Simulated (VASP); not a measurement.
Wanted: the native input for a VASP 6.6.1 run.

```
Task                   : single point
Functional             : PBE
Potentials or basis    : VASP PAW PBE potentials, release 64 (Te, As, F)
Cutoff                 : 600 eV
k mesh                 : 6 × 6 × 8
Occupations            : gaussian, width 0.1 eV
Spin                   : no spin polarisation
Dipole correction      : no
Further INCAR settings : ALGO = Normal; EDIFF = 1e-06; NBANDS = 22
```

The structure of TeAs3F lies in POSCAR:

```
TeAs3F
1.0
    5.8668239222      0.0000000000      0.0000000000
   -2.9334119611      5.0808185562      0.0000000000
    0.0000000000      0.0000000000      4.8635141711
Te As F
1 3 1
Direct
    0.3333333333      0.6666666667      0.5000000000
    0.1894564364      0.8105435636      0.0000000000
    0.1894564364      0.3789128728      0.0000000000
    0.6210871272      0.8105435636      0.0000000000
    0.0000000000      0.0000000000      0.5000000000
```

The cell was generated, and may not be a known phase.

These files were run (other wordings do the same):

INCAR

```
SYSTEM = TeAs3F
PREC = Accurate
ENCUT = 600
EDIFF = 1E-6
ISMEAR = 0
SIGMA = 0.1
LREAL = .FALSE.
LASPH = .TRUE.
NELM = 120
ALGO = Normal
ISIF = 2
LWAVE = .FALSE.
LCHARG = .FALSE.
GGA = PE
NBANDS = 22
GGA_COMPAT = .FALSE.
```

KPOINTS

```
regular mesh
0
G
  6 6 8
  0 0 0
```

Potentials or basis: VASP PAW PBE potentials, release 64 (Te, As, F).

The run is started by

```bash
$ cat potpaw_PBE.64/Te/POTCAR potpaw_PBE.64/As/POTCAR potpaw_PBE.64/F/POTCAR > POTCAR
$ mpirun -np 1 vasp_std > vasp.out
```

Results of the run:

```json
{
 "Pressure": "0.1 GPa",
 "Largest force": "0.061 eV/Å",
 "Band gap on the k mesh": "zero (bands 14 and 15 overlap by 0.65 eV)"
}
```

Caveat: spin-orbit coupling is left out, which moves the levels of the heavy elements.

Run time: 3.8 min on 1 thread of Intel Xeon 8259CL, with other jobs on the host, peak memory 0.36 GiB.
